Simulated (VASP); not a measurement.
Write the native input for VASP 6.6.1 that does the following.

```yaml
Task: single point
Functional: LDA
Potentials_or_basis: VASP PAW LDA potentials, release 64 (Zn, S)
Cutoff: 520 eV
k_mesh: 8 × 8 × 8
Occupations: gaussian, width 0.01 eV
Spin: no spin polarisation
Dipole_correction: no
Further_INCAR_settings: ALGO = Normal; EDIFF = 1e-06; NBANDS = 16
```

The structure of ZnS lies in POSCAR:

```
ZnS
1.0
    2.6695638582      2.6695638582      0.0000000000
   -2.6695638582      2.6695638582      0.0000000000
    0.0000000000      2.6695638582      2.6695638582
Zn S
1 1
Direct
    0.7500000000      0.2500000000      0.5000000000
    0.0000000000      0.0000000000      0.0000000000
```

The input as run:

INCAR

```
SYSTEM = ZnS
PREC     = Accurate       ! precision mode
ENCUT    = 520            ! plane-wave cutoff, eV
EDIFF    = 1E-6           ! SCF threshold, eV
ISMEAR   = 0              ! smearing method
SIGMA    = 0.01           ! smearing width, eV
LREAL    = .False.        ! projectors in reciprocal space
LASPH    = .True.         ! aspherical terms in the spheres
NELM     = 100            ! most SCF steps
ALGO     = Normal         ! electronic algorithm
ISIF     = 2              ! what is computed and relaxed
LWAVE    = .False.        ! write WAVECAR
LCHARG   = .False.        ! write CHGCAR
GGA      = CA             ! functional
NBANDS   = 16             ! bands
```

KPOINTS

```
regular mesh
0
Gamma
  8 8 8
  0 0 0
```

Potentials or basis: VASP PAW LDA potentials, release 64 (Zn, S).

Command:

```bash
$ cat potpaw_LDA.64/Zn/POTCAR potpaw_LDA.64/S/POTCAR > POTCAR
$ mpirun -np 1 vasp_std > vasp.out
```

Results of the run:

```json
{
 "Pressure": "-1.7 GPa",
 "Band gap on the k mesh": "2.05 eV, direct"
}
```

It took 7.5 s on 1 thread of Intel(R) Xeon(R) Platinum 8559C (Emerald Rapids), on a shared host, peak memory 0.14 GiB.
